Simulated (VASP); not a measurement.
A run of VASP 6.6.1:

INCAR

```
ALGO     = Normal         # electronic algorithm
EDIFF    = 1E-6           # SCF threshold, eV
ENCUT    = 520            # plane-wave cutoff, eV
GGA      = PS             # functional
ISIF     = 2              # what is computed and relaxed
ISMEAR   = 0              # smearing method
LASPH    = True           # aspherical terms in the spheres
LCHARG   = True           # write CHGCAR
LELF     = True           # ELF
LREAL    = False          # projectors in reciprocal space
LVHAR    = True         
LWAVE    = False          # write WAVECAR
NBANDS   = 22             # bands
NELM     = 60             # most SCF steps
PREC     = Accurate       # precision mode
SIGMA    = 0.15           # smearing width, eV
```

KPOINTS

```
k-points
0
Gamma
  8 8 8
```

The input POSCAR:

```
InSb3
1.0
    4.7284623064      0.1654961807      0.1654961807
    0.1654961807      4.7284623064      0.1654961807
    0.1654961807      0.1654961807      4.7284623064
In Sb
1 3
Direct
    0.0000000000      0.0000000000      0.0000000000
    0.5000000000      0.0000000000      0.5000000000
    0.0000000000      0.5000000000      0.5000000000
    0.5000000000      0.5000000000      0.0000000000
```

Potentials or basis: VASP PAW PBE potentials, release 64 (In_d, Sb).

Command:

```bash
$ cat potpaw_PBE.64/In_d/POTCAR potpaw_PBE.64/Sb/POTCAR > POTCAR
$ mpirun -np 1 vasp_std > vasp.out
```

Hardware: 1 thread of Intel Xeon 8259CL, on a shared host.

Task: How long does it take, and how much memory?

Result: It took 2.3 min on 1 thread of Intel Xeon 8259CL, on a shared host, peak memory 0.3 GiB. Counts: scf iterations 10, k points 65.
